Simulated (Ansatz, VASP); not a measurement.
Two plane-wave programs on H

```xyz
2
Lattice="11.0000 0.0000 0.0000 0.0000 11.5000 0.0000 0.0000 0.0000 12.0000" Properties=species:S:1:pos:R:3 pbc="T T T"
H     5.0000    5.5000    5.5999
H     5.0000    5.5000    6.3501
```

Alike in both runs: task single point; functional PBE; dispersion D3(BJ); k mesh 1 × 1 × 1; no spin polarisation.

|  | VASP | Ansatz |
| --- | --- | --- |
| version | VASP 6.6.1 | Ansatz 0.2.0 |
| potentials or method | VASP PAW PBE potentials, release 64 (H) | scalar-relativistic, plane waves, PAW |
| plane-wave cutoff (eV) | 400 | 420 |
| occupations | gaussian, width 0.01 eV | fixed |
| valence electrons in the cell | 2 | 2 |

```tsv
	VASP	Ansatz	Ansatz less VASP
rms of the force components (eV/Å)	0.008	0.001	-0.0071
```

Atom by atom the forces differ by 0.007 eV/Å (rms over components).
